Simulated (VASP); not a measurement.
Input of a VASP 6.6.1 run:

File INCAR:

```
PREC     = Accurate       # precision mode
ENCUT    = 520            # plane-wave cutoff, eV
EDIFF    = 1E-8           # SCF threshold, eV
ISMEAR   = -1             # smearing method
SIGMA    = 0.03           # smearing width, eV
LREAL    = False          # projectors in reciprocal space
LASPH    = True           # aspherical terms in the spheres
NELM     = 100            # most SCF steps
ALGO     = Normal         # electronic algorithm
ISIF     = 2              # what is computed and relaxed
LWAVE    = False          # write WAVECAR
LCHARG   = False          # write CHGCAR
LEFG     = True         
NBANDS   = 18             # bands
```

KPOINTS

```
Automatic mesh
0
Gamma
  14 14 8
```

The input POSCAR:

```
Au
1.0
    2.9381606606      0.0000000000      0.0000000000
   -1.4690803303      2.5445217725      0.0000000000
    0.0000000000      0.0000000000      4.9442178906
Au
2
Direct
    0.3333333333      0.6666666667      0.7500000000
    0.6666666667      0.3333333333      0.2500000000
```

Potentials or basis: VASP PAW LDA potentials, release 64 (Au).

Run with:

```console
$ cat potpaw_LDA.64/Au/POTCAR > POTCAR
$ mpirun -np 1 vasp_std > vasp.out
```

Problem. Estimate the band gap on the k mesh.

Solution. Zero (bands 11 and 12 overlap by 6.09 eV).

Problem. What does it give for the pressure?

Solution. -14.7 GPa.

Stress tensor (GPa, compression positive):
```
-14.80   0.00   0.00
  0.00 -14.80   0.00
  0.00   0.00 -14.38
```

Caveat: the cell stands under tension; without QUAD_EFG the Cq values of the log hold for a quadrupole moment of 1 mb, not for the nuclei; spin-orbit coupling is left out, which moves the levels of the heavy elements.
